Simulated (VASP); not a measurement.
Wanted: the native input for a VASP 6.6.1 run.

```
Task                   : single point
Functional             : PBE
Potentials or basis    : VASP PAW PBE potentials, release 64 (Cd, Ge_d)
Cutoff                 : 500 eV
k mesh                 : 4 × 4 × 4
Occupations            : fermi-dirac, width 0.05 eV
Spin                   : no spin polarisation
Dipole correction      : no
Further INCAR settings : ALGO = Normal; EDIFF = 1e-06; NBANDS = 35
```

The structure of CdGe3 lies in POSCAR:

```
CdGe3
1.0
    4.3244383271      0.0000000000      0.0000000000
    0.0000000000      4.3244383271      0.0000000000
    0.0000000000      0.0000000000      4.3244383271
Cd Ge
1 3
Direct
    0.0000000000      0.0000000000      0.0000000000
    0.0000000000      0.5000000000      0.5000000000
    0.5000000000      0.0000000000      0.5000000000
    0.5000000000      0.5000000000      0.0000000000
```

These files were run (other wordings do the same):

INCAR

```
SYSTEM = CdGe3
PREC = Accurate
ENCUT = 500
EDIFF = 1E-6
ISMEAR = -1
SIGMA = 0.05
LREAL = .FALSE.
LASPH = .TRUE.
NELM = 120
ALGO = Normal
ISIF = 2
LWAVE = .FALSE.
LCHARG = .FALSE.
GGA = PE
NBANDS = 35
GGA_COMPAT = .FALSE.
```

KPOINTS

```
regular mesh
0
G
  4 4 4
  0 0 0
```

Potentials or basis: VASP PAW PBE potentials, release 64 (Cd, Ge_d).

Run with:

```sh
$ cat potpaw_PBE.64/Cd/POTCAR potpaw_PBE.64/Ge_d/POTCAR > POTCAR
$ mpirun -np 1 vasp_std > vasp.out
```

Results of the run:

* Pressure: 1.0 GPa
* Band gap on the k mesh: zero (bands 27 and 28 overlap by 3.78 eV)

Caveat: the k points lie up to 0.36 Å⁻¹ apart, too coarse for converged energies and pressures of a metal.

Wall time 40 s on 1 thread of Intel Xeon 8259CL, with other jobs on the host, peak memory 0.18 GiB.
